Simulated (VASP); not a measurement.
Set up this calculation in VASP 6.6.1, as the native input.

| Property | Result |
| --- | --- |
| Task | relaxation of the atoms |
| Functional | PBE |
| Dispersion | D3(BJ) |
| Potentials or basis | VASP PAW PBE potentials, release 64 (Ir) |
| Cutoff | 520 eV |
| k mesh | 6 × 6 × 1 |
| Occupations | gaussian, width 0.1 eV |
| Spin | no spin polarisation |
| Dipole correction | yes |
| Atoms held fixed (from 0) | [0, 1, 2, 3, 4, 5, 6, 7] |
| Further INCAR settings | LREAL = Auto; ALGO = Normal; EDIFF = 1e-06; IBRION = 2; EDIFFG = -0.03; NSW = 90 |

The structure of Ir lies in POSCAR:

```
Ir
1.0
    5.4313155574      0.0000000000      0.0000000000
   -2.7156577787      4.7036572487      0.0000000000
    0.0000000000      0.0000000000     23.6519758739
Ir
16
Selective dynamics
Direct
    0.3333333333      0.1666666667      0.3593780091  F F F
    0.3333333333      0.6666666667      0.3593780091  F F F
    0.8333333333      0.1666666667      0.3593780091  F F F
    0.8333333333      0.6666666667      0.3593780091  F F F
    0.6666666667      0.3333333333      0.4531260030  F F F
    0.6666666667      0.8333333333      0.4531260030  F F F
    0.1666666667      0.3333333333      0.4531260030  F F F
    0.1666666667      0.8333333333      0.4531260030  F F F
    0.0000000000      0.5000000000      0.5468739970  T T T
    0.0000000000      0.0000000000      0.5468739970  T T T
    0.5000000000      0.5000000000      0.5468739970  T T T
    0.5000000000      0.0000000000      0.5468739970  T T T
    0.3333333333      0.6666666667      0.6406219909  T T T
    0.3333333333      0.1666666667      0.6406219909  T T T
    0.8333333333      0.6666666667      0.6406219909  T T T
    0.8333333333      0.1666666667      0.6406219909  T T T
```

One way to write it, as run:

INCAR

```
SYSTEM = Ir
PREC = Accurate
ENCUT = 520
EDIFF = 1E-6
ISMEAR = 0
SIGMA = 0.1
LREAL = Auto
LASPH = .True.
NELM = 100
ALGO = Normal
ISIF = 2
LWAVE = .False.
LCHARG = .False.
LDIPOL = .True.
IDIPOL = 3
DIPOL = 0.5 0.5 0.500
GGA = PE
IVDW = 12
IBRION = 2
NSW = 90
EDIFFG = -0.03
LUSENCCL = .False.
```

KPOINTS

```
Automatic mesh
0
Gamma
  6 6 1
  0 0 0
```

Potentials or basis: VASP PAW PBE potentials, release 64 (Ir).

Run with:

```sh
$ cat potpaw_PBE.64/Ir/POTCAR > POTCAR
$ mpirun -np 1 vasp_std > vasp.out
```

Results of the run:

```json
{
  "Energy gained by relaxing": "2.1 meV/atom",
  "Ionic steps": "7",
  "Band gap on the k mesh": "zero (bands 72 and 73 overlap by 1.32 eV)",
  "Dispersion energy per atom": "-0.542 eV"
}
```

Caveat: spin-orbit coupling is left out, which moves the levels of the heavy elements.

It took 15 min on 1 × NVIDIA H100 80GB with 1 thread of AMD EPYC 7R13 Processor (Zen 3), with other jobs on the host, peak memory 1.6 GiB.
